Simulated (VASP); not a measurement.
# Ga (Fd-3m) in VASP: settings compared

Ga is run at these levels: PBEsol, PBEsol+D4; tasks: single point.

Everything below comes from runs of VASP 6.6.1. Logs are shortened: lines on timing, memory, paths and dates and some standing lists are left out, and cuts for length are marked.

**1. The cell of the first run**

It takes space group Fd-3m (No. 227, cubic). Conventional cell: a = 4.414 Å, b = 4.414 Å, c = 4.414 Å, α = 90.00°, β = 90.00°, γ = 90.00°. Ga (site symmetry -43m) has 4 Ga at 1.91 Å within 2.5 Å.

**2. Single point, PBEsol (volume scaled by 0.45)**

INCAR reads:

```
PREC     = Accurate       # precision mode
ENCUT    = 520            # plane-wave cutoff, eV
EDIFF    = 1E-6           # SCF threshold, eV
ISMEAR   = -1             # smearing method
SIGMA    = 0.08           # smearing width, eV
LREAL    = F              # projectors in reciprocal space
LASPH    = T              # aspherical terms in the spheres
NELM     = 100            # most SCF steps
ALGO     = Normal         # electronic algorithm
ISIF     = 2              # what is computed and relaxed
LWAVE    = F              # write WAVECAR
LCHARG   = F              # write CHGCAR
GGA      = PS             # functional
NBANDS   = 20             # bands
```

KPOINTS reads:

```
regular mesh
0
Gamma
  13 13 13
```

POSCAR reads:

```
Ga
1.0
    0.0000000000      2.2071979905      2.2071979905
    2.2071979905      0.0000000000      2.2071979905
    2.2071979905      2.2071979905      0.0000000000
Ga
2
Direct
   -0.1250000000     -0.1250000000     -0.1250000000
    0.1250000000      0.1250000000      0.1250000000
```

Potentials or basis: VASP PAW PBE potentials, release 64 (Ga_d).

The run is started by

```bash
cat potpaw_PBE.64/Ga_d/POTCAR > POTCAR
mpirun -np 1 vasp_std > vasp.out
```

OUTCAR:

```text
PREC = Accurate
   ENCUT = 520
   EDIFF = 1E-6
   ISMEAR = -1
   LREAL = F
   LASPH = T
   NELM = 100
   ISIF = 2
   GGA = PS

 ion  position               nearest neighbor table
   1  0.875  0.875  0.875-   2 1.91   2 1.91   2 1.91   2 1.91
   2  0.125  0.125  0.125-   1 1.91   1 1.91   1 1.91   1 1.91

  LATTYP: Found a face centered cubic cell.
 ALAT       =     4.4143959810

  Lattice vectors:

 A1 = (   0.0000000000,   2.2071979905,   2.2071979905)
 A2 = (   2.2071979905,   0.0000000000,   2.2071979905)
 A3 = (   2.2071979905,   2.2071979905,   0.0000000000)

Analysis of symmetry for initial positions (statically):
=====================================================================
 Subroutine PRICEL returns:
 Original cell was already a primitive cell.

 Routine SETGRP: Setting up the symmetry group for a
 face centered cubic supercell.

 Subroutine GETGRP returns: Found 48 space group operations
 (whereof 12 operations were pure point group operations)
 out of a pool of 48 trial point group operations.

The static configuration has the point symmetry D_3d.
 The point group associated with its full space group is O_h .

Analysis of symmetry for dynamics (positions and initial velocities):
=====================================================================
 Subroutine PRICEL returns:
 Original cell was already a primitive cell.

 Routine SETGRP: Setting up the symmetry group for a
 face centered cubic supercell.

 Subroutine GETGRP returns: Found 48 space group operations
 (whereof 12 operations were pure point group operations)
 out of a pool of 48 trial point group operations.

The dynamic configuration has the point symmetry D_3d.
 The point group associated with its full space group is O_h .

 Subroutine INISYM returns: Found 48 space group operations
 (whereof 12 operations are pure point group operations),
 and found     1 'primitive' translations

----------------------------------------------------------------------------------------

                                     Primitive cell

  volume of cell :      21.5057

  direct lattice vectors                    reciprocal lattice vectors
     0.000000000  2.207197991  2.207197991    -0.226531558  0.226531558  0.226531558
     2.207197991  0.000000000  2.207197991     0.226531558 -0.226531558  0.226531558
     2.207197991  2.207197991  0.000000000     0.226531558  0.226531558 -0.226531558

  length of vectors
     3.121449333  3.121449333  3.121449333     0.392364168  0.392364168  0.392364168

  position of ions in fractional coordinates (direct lattice)
     0.875000000  0.875000000  0.875000000
     0.125000000  0.125000000  0.125000000

  ion indices of the primitive-cell ions
   primitive index   ion index
                 1           1
                 2           2

----------------------------------------------------------------------------------------

 KPOINTS: regular mesh

Automatic generation of k-mesh.
 Grid dimensions read from file:
 generate k-points for:   13   13   13

 Generating k-lattice:

  Cartesian coordinates                     Fractional coordinates (reciprocal lattice)
    -0.017425504  0.017425504  0.017425504     0.076923077  0.000000000  0.000000000
     0.017425504 -0.017425504  0.017425504     0.000000000  0.076923077  0.000000000
     0.017425504  0.017425504 -0.017425504     0.000000000  0.000000000  0.076923077

  Length of vectors
     0.030181859  0.030181859  0.030181859

  Shift w.r.t. Gamma in fractional coordinates (k-lattice)
     0.000000000  0.000000000  0.000000000

 Subroutine IBZKPT returns following result:
 ===========================================

 Found     84 irreducible k-points:

 Following reciprocal coordinates:
            Coordinates               Weight
  0.000000  0.000000  0.000000      1.000000
  0.076923  0.000000  0.000000      8.000000
  0.153846  0.000000  0.000000      8.000000
  0.230769  0.000000  0.000000      8.000000
  0.307692  0.000000  0.000000      8.000000
  0.384615  0.000000  0.000000      8.000000
[... 16 lines left out ...]
  0.384615  0.153846  0.000000     24.000000
  0.461538  0.153846  0.000000     24.000000
 [... further k-points ...]
   k-points           NKPTS =     84   k-points in BZ     NKDIM =     84   number of bands    NBANDS=     20
   number of dos      NEDOS =    301   number of ions     NIONS =      2
   total plane-waves  NPLWV =  13824
   dimension x,y,z NGX =    24 NGY =   24 NGZ =   24
   dimension x,y,z NGXF=    48 NGYF=   48 NGZF=   48
   ions per type =               2
   NGX,Y,Z   is equivalent  to a cutoff of  12.78, 12.78, 12.78 a.u.
   NGXF,Y,Z  is equivalent  to a cutoff of  25.56, 25.56, 25.56 a.u.
 SYSTEM =  unknown system
   PREC   = accura    normal or accurate (medium, high low for compatibility)
   ISTART =      0    job   : 0-new  1-cont  2-samecut
   ICHARG =      2    charge: 1-file 2-atom 10-const
   ISPIN  =      1    spin polarized calculation?
   LNONCOLLINEAR =      F non collinear calculations
   LSORBIT =      F    spin-orbit coupling
   LASPH  =      T    aspherical Exc in radial PAW
   ENCUT  =  520.0 eV  38.22 Ry    6.18 a.u.   5.80  5.80  5.80*2*pi/ulx,y,z
   NELM   =    100;   NELMIN=  2; NELMDL= -5     # of ELM steps
   EDIFF  = 0.1E-05   stopping-criterion for ELM
   LREAL  =      F    real-space projection
   EDIFFG = 0.1E-04   stopping-criterion for IOM
   NSW    =      0    number of steps for IOM
   IBRION =     -1    ionic relax: 0-MD 1-quasi-New 2-CG
   NFREE  =      0    steps in history (QN), initial steepest desc. (CG)
   ISIF   =      2    stress and relaxation
   ISYM   =      2    0-nonsym 1-usesym 2-fastsym
   POTIM  = 0.5000    time-step for ionic-motion
   TEBEG  =    0.0;   TEEND  =   0.0 temperature during run
   PSTRESS=    0.0 pullay stress
   NELECT =      26.0000    total number of electrons
   NUPDOWN=      -1.0000    fix difference up-down
   EMIN   =  10.00;   EMAX   =-10.00  energy-range for DOS
   EFERMI =   0.00;   METHOD = LEGACY
   ISMEAR =    -1;   SIGMA  =   0.08  broadening in eV -4-tet -1-fermi 0-gaus
   EFERMI_NEDOS =   21; number of points for ismear=-14 and -15
   IALGO  =     38    algorithm
   IMIX   =      4    mixing-type and parameters
     AMIX     =   0.40;   BMIX     =  1.00
     AMIX_MAG =   1.60;   BMIX_MAG =  1.00
  volume/ion in A,a.u.               =      10.75        72.56
  Fermi-wavevector in a.u.,A,eV,Ry     =   1.744006  3.295694 41.382897  3.041557
  Thomas-Fermi vector in A             =   2.815969
   LORBIT       =      0    0 simple, 1 ext, 2 COOP (PROOUT), +10 PAW based schemes
   GGA     = PS    functional components
   LHFCALC =     F    Hartree Fock is set to
   AEXX    =    0.0000 exact exchange contribution
   IVDW    =     0    specifies the selected vdW correction
   LEPSILON=     F    determine dielectric tensor
   LRPA    =     F    only Hartree local field effects (RPA)
 non-spin polarized calculation
  energy-cutoff  :      520.00
  volume of cell :       21.51
 maximum number of plane-waves:       589
   NGX = 11   NGY = 11   NGZ = 11

 number of electron      26.0000012 magnetization

 Free energy of the ion-electron system (eV)
  ---------------------------------------------------
  ext. energy  EPLUGINS =         0.00000000
  ---------------------------------------------------
  free energy    TOTEN  =         2.57927315 eV

  energy without entropy =        2.59003391  energy(sigma->0) =        2.58465353

 E-fermi :  11.4510     XC(G=0): -14.0761

 val. band max:       11.3995601871   @ k =  -0.4615   0.1538   0.0000
 cond. band min:      11.4759243963   @ k =  -0.3846   0.3077   0.0000
 fundamental gap:      0.0763642092
 Fermi energy:        11.4510421025

 k-point     1 :       0.0000    0.0000    0.0000
  band No.  band energies     occupation
      1      -6.1559      2.00000
      2      -6.1559      2.00000
      3      -6.1559      2.00000
      4      -6.0961      2.00000
      5      -6.0961      2.00000
      6      -4.6530      2.00000
[... 12 lines left out ...]
     19      24.3979      0.00000
     20      27.2067      0.00000

 k-point     2 :       0.0769    0.0000    0.0000
  band No.  band energies     occupation
      1      -6.2288      2.00000
      2      -6.2288      2.00000
      3      -6.1507      2.00000
      4      -6.0055      2.00000
      5      -6.0055      2.00000
      6      -4.6508      2.00000
[... 12 lines left out ...]
     19      24.9518      0.00000
     20      26.1369      0.00000

 k-point     3 :       0.1538    0.0000    0.0000
  band No.  band energies     occupation
      1      -6.2941      2.00000
      2      -6.2941      2.00000
      3      -6.1390      2.00000
      4      -5.8953      2.00000
      5      -5.8953      2.00000
      6      -4.7020      2.00000
[... 12 lines left out ...]
     19      25.1077      0.00000
     20      25.1077      0.00000

 k-point     4 :       0.2308    0.0000    0.0000
  band No.  band energies     occupation
      1      -6.3232      2.00000
      2      -6.3232      2.00000
      3      -6.1252      2.00000
      4      -5.8160      2.00000
      5      -5.8160      2.00000
      6      -4.7938      2.00000
[... 12 lines left out ...]
     19      25.4116      0.00000
     20      25.4116      0.00000

 k-point     5 :       0.3077    0.0000    0.0000
  band No.  band energies     occupation
      1      -6.3172      2.00000
      2      -6.3172      2.00000
      3      -6.1092      2.00000
      4      -5.7887      2.00000
      5      -5.7887      2.00000
      6      -4.8995      2.00000
[... 12 lines left out ...]
     19      26.9791      0.00000
     20      26.9791      0.00000
[... 353 lines left out ...]
      6      -5.0043      2.00000
[... 12 lines left out ...]
     19      27.6328      0.00000
     20      28.1108      0.00000

 k-point    22 :       0.3077    0.1538    0.0000
  band No.  band energies     occupation
      1      -6.4673      2.00000
      2      -6.2123      2.00000
      3      -6.1644      2.00000
      4      -5.8003      2.00000
      5      -5.5330      2.00000
      6      -5.0911      2.00000
[... 12 lines left out ...]
     19      26.9122      0.00000
     20      29.0524      0.00000

 k-point    23 :       0.3846    0.1538    0.0000
  band No.  band energies     occupation
      1      -6.4686      2.00000
      2      -6.2272      2.00000
      3      -6.1364      2.00000
      4      -5.7481      2.00000
      5      -5.5185      2.00000
      6      -5.1233      2.00000
[... 12 lines left out ...]
     19      26.3310      0.00000
     20      30.8652      0.00000

 k-point    24 :       0.4615    0.1538    0.0000
  band No.  band energies     occupation
      1      -6.4603      2.00000
      2      -6.2536      2.00000
      3      -6.0859      2.00000
      4      -5.7010      2.00000
      5      -5.5662      2.00000
      6      -5.1276      2.00000
[... 12 lines left out ...]
     19      26.3424      0.00000
     20      32.4349      0.00000

 [... further k-points ...]

------------------------ aborting loop because EDIFF is reached ----------------------------------------

  FORCE on cell =-STRESS in cart. coord.  units (eV):
  Direction    XX          YY          ZZ          XY          YZ          ZX
  --------------------------------------------------------------------------------------
  -------------------------------------------------------------------------------------
  Total       30.0260266     30.0260266     30.0260266      0.0000000     -0.0000000      0.0000000
  in kB     2236.9412356   2236.9412356   2236.9412356      0.0000000     -0.0000000      0.0000000
  external PRESSURE =    2236.9412356 kB  Pullay stress =       0.0000000 kB

 VOLUME and BASIS-vectors are now :
 -----------------------------------------------------------------------------
  energy-cutoff  :      520.00
  volume of cell :       21.51
      direct lattice vectors                 reciprocal lattice vectors
     0.000000000  2.207197991  2.207197991    -0.226531558  0.226531558  0.226531558
     2.207197991  0.000000000  2.207197991     0.226531558 -0.226531558  0.226531558
     2.207197991  2.207197991  0.000000000     0.226531558  0.226531558 -0.226531558

 POSITION                                       TOTAL-FORCE (eV/Angst)
 -----------------------------------------------------------------------------------
      3.86260      3.86260      3.86260        -0.000000      0.000000      0.000000
      0.55180      0.55180      0.55180         0.000000     -0.000000     -0.000000
 -----------------------------------------------------------------------------------
    total drift:                                0.000000      0.000000      0.000000

  FREE ENERGIE OF THE ION-ELECTRON SYSTEM (eV)
  ---------------------------------------------------
  free  energy   TOTEN  =         2.5792731529 eV

  energy  without entropy=        2.5900339098  energy(sigma->0) =        2.58465353
```

Wall time 12 s (1 thread of Intel Xeon 6975P-C (Granite Rapids), shared host); peak memory 0.15 GiB.

Results:

| Property | Result |
| --- | --- |
| Free energy | 2.5793 eV |
| Pressure | 223.7 GPa |
| Band gap on the k mesh | zero (band 13 reaches 18.12 eV, above the bottom of band 14 at 7.77 eV) |

Caveat: the cell differs from its parent crystal (volume scaled by 0.45); the PAW data sets were made with another functional, which shifts forces and pressure a little.

**3. Single point, PBEsol**

INCAR reads:

```
SYSTEM = Ga
PREC = Accurate ; ENCUT = 520
EDIFF = 1E-6 ; ISMEAR = -1
SIGMA = 0.08 ; LREAL = .False.
LASPH = .True. ; NELM = 100
ALGO = Normal ; ISIF = 2
LWAVE = .False. ; LCHARG = .True.
GGA = PS ; LELF = .True.
LVHAR = .True. ; NBANDS = 20
```

KPOINTS reads:

```
Automatic mesh
0
Gamma
  13 13 13
  0 0 0
```

POSCAR reads:

```
Ga
1.0
    0.0000000000      2.3161760614      2.3161760614
    2.3161760614      0.0000000000      2.3161760614
    2.3161760614      2.3161760614      0.0000000000
Ga
2
Direct
   -0.1250000000     -0.1250000000     -0.1250000000
    0.1250000000      0.1250000000      0.1250000000
```

Potentials or basis: VASP PAW PBE potentials, release 64 (Ga_d).

The run is started by

```bash
cat potpaw_PBE.64/Ga_d/POTCAR > POTCAR
mpirun -np 1 vasp_std > vasp.out
```

Wall time 10 s (1 thread of Intel Xeon 6975P-C (Granite Rapids), shared host); peak memory 0.16 GiB.

The run converged. Its results:

```
Free energy            : -1.0157 eV
Pressure               : 129.9 GPa
Band gap on the k mesh : zero (band 13 reaches 15.00 eV, above the bottom of band 14 at 6.19 eV)
```

Levels at points of the mesh, in eV from the Fermi level:
```tsv
k point	band 10	band 11	band 12	band 13	band 14	band 15	band 16	band 17
(0.00, 0.00, 0.00)	-14.90	-14.56	5.72	5.72	5.72	7.25	7.25	7.25
```

Caveat: the PAW data sets were made with another functional, which shifts forces and pressure a little.

**4. Single point, PBEsol (volume scaled by 0.52, level accurate)**

INCAR reads:

```
  PREC = Accurate
  ENCUT = 520
  EDIFF = 1E-7
  ISMEAR = -1
  SIGMA = 0.08
  LREAL = F
  LASPH = T
  NELM = 80
  ALGO = Normal
  ISIF = 2
  LWAVE = F
  LCHARG = F
  GGA = PS
  NBANDS = 20
```

KPOINTS reads:

```
Automatic mesh
0
Gamma
  13 13 13
```

POSCAR is that of step 3.

The run is started by

```bash
cat potpaw_PBE.64/Ga_d/POTCAR > POTCAR
mpirun -np 1 vasp_std > vasp.out
```

Wall time 12 s (1 thread of Intel Xeon 6975P-C (Granite Rapids), shared host); peak memory 0.15 GiB.

It converged, with:

```
Free energy            : -1.0157 eV
Pressure               : 129.9 GPa
Band gap on the k mesh : zero (band 13 reaches 15.00 eV, above the bottom of band 14 at 6.19 eV)
```

Levels at points of the mesh, in eV from the Fermi level:
```csv
k point,band 11,band 12,band 13,band 14,band 15,band 16
"(0.00, 0.00, 0.00)",-14.56,5.72,5.72,5.72,7.25,7.25
```

Caveat: the cell differs from its parent crystal (volume scaled by 0.52, level accurate); the PAW data sets were made with another functional, which shifts forces and pressure a little.

**5. Single point, PBEsol+D4**

This run uses another cell than the first one, of 12.43 Å³/atom, 1.156 times its volume.

INCAR reads:

```
ALGO     = Normal         # electronic algorithm
EDIFF    = 1E-6           # SCF threshold, eV
ENCUT    = 520            # plane-wave cutoff, eV
GGA      = PS             # functional
ISIF     = 2              # what is computed and relaxed
ISMEAR   = -1             # smearing method
IVDW     = 13             # dispersion correction
LASPH    = T              # aspherical terms in the spheres
LCHARG   = F              # write CHGCAR
LREAL    = F              # projectors in reciprocal space
LWAVE    = F              # write WAVECAR
NBANDS   = 20             # bands
NELM     = 80             # most SCF steps
PREC     = Accurate       # precision mode
SIGMA    = 0.08           # smearing width, eV
```

KPOINTS reads:

```
k-points
0
Gamma
  13 13 13
```

POSCAR is that of step 4.

The run is started by

```bash
cat potpaw_PBE.64/Ga_d/POTCAR > POTCAR
mpirun -np 1 vasp_std > vasp.out
```

Wall time 11 s (1 thread of Intel Xeon 6975P-C (Granite Rapids), shared host); peak memory 0.15 GiB.

The run converged. Its results:

- Free energy: -1.8328 eV
- Pressure: 125.1 GPa
- Band gap on the k mesh: zero (band 13 reaches 15.00 eV, above the bottom of band 14 at 6.19 eV)
- Dispersion energy per atom: -0.408 eV

Levels at points of the mesh, in eV from the Fermi level:
```
           k point  band 9  band 10  band 11  band 12  band 13  band 14  band 15  band 16  band 17  band 18
(0.00, 0.00, 0.00)  -14.90   -14.90   -14.56     5.72     5.72     5.72     7.25     7.25     7.25    11.62
```

Caveat: the PAW data sets were made with another functional, which shifts forces and pressure a little; pairwise dispersion overbinds metals, which lowers pressure and volume.

**6. Summary**

| level | cell | gap on the mesh (eV) | pressure (GPa) |
| --- | --- | --- | --- |
| PBEsol | a = 3.121 Å, angles 60.0°, 2 atoms | none | 223.7 |
| PBEsol | a = 3.276 Å, angles 60.0°, 2 atoms | none | 129.9 |
| PBEsol+D4 | a = 3.276 Å, angles 60.0°, 2 atoms | none | 125.1 |

Alike in all rows: task single point; potentials or basis VASP PAW PBE potentials, release 64 (Ga_d); no spin polarisation; k mesh 13 × 13 × 13; cutoff (eV) 520; smearing fermi-dirac 0.08 eV.

Caveats: the PAW data sets were made with another functional, which shifts forces and pressure a little; pairwise dispersion overbinds metals, which lowers pressure and volume (some runs).

Total energies depend on the potentials used, so only differences within one code and one set of settings carry meaning.
